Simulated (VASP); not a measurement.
A run of VASP 6.6.1:

File INCAR:

```
SYSTEM = Li
  PREC = Accurate
  ENCUT = 520
  EDIFF = 1E-6
  ISMEAR = -1
  SIGMA = 0.08
  LREAL = .FALSE.
  LASPH = .TRUE.
  NELM = 80
  ALGO = Normal
  ISIF = 2
  LWAVE = .FALSE.
  LCHARG = .FALSE.
  GGA = PE
  NBANDS = 8
```

Contents of KPOINTS:

```
Automatic mesh
0
G
  13 13 13
  0 0 0
```

The input POSCAR:

```
Li
1.0
    0.0000000000      2.2020000000      2.2460400000
    2.2020000000      0.0000000000      2.2460400000
    2.2020000000      2.2020000000      0.0000000000
Li
1
Direct
    0.0000000000      0.0000000000      0.0000000000
```

Potentials or basis: VASP PAW PBE potentials, release 64 (Li_sv).

Run with:

```console
$ cat potpaw_PBE.64/Li_sv/POTCAR > POTCAR
$ mpirun -np 1 vasp_std > vasp.out
```

Hardware: 1 thread of AMD EPYC 7R43 64-Core Processor (Zen 3), on a shared host.

Task: How long does it take, and how much memory?

Result: Run time: 16 s on 1 thread of AMD EPYC 7R43 64-Core Processor (Zen 3) (shared host), peak memory 0.11 GiB. Counts: scf iterations 8, k points 196.
